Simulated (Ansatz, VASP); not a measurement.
GaP in VASP and in Ansatz

```
Ga P
1.0
     0.00000    2.78051    2.72992
     2.78051    0.00000    2.72992
     2.78051    2.78051    0.00000
Ga P
1 1
Direct
  0.00000 0.00000 0.00000
  0.25000 0.25000 0.25000
```

Change from the starting cell: strained cell.

Alike in both runs: task relaxation of the atoms; functional PBE; k mesh 8 × 8 × 8; occupations gaussian, width 0.02 eV; no spin polarisation.

|  | VASP | Ansatz |
| --- | --- | --- |
| version | VASP 6.6.1 | Ansatz 0.2.0 |
| potentials or method | VASP PAW PBE potentials, release 64 (Ga_d, P), cutoff 450 eV | scalar-relativistic, plane waves, PAW |
| valence electrons in the cell | 18 | 18 |

|  | VASP | Ansatz | Ansatz less VASP |
| --- | --- | --- | --- |
| gap on the k mesh at the Fermi level, each at its own relaxed structure (eV) | 1.42 | 1.42 | +0.003 |

Ansatz's warnings: stress scf threshold loose.

Noted on VASP's run: the relaxation stopped at its first step, so nothing moved.
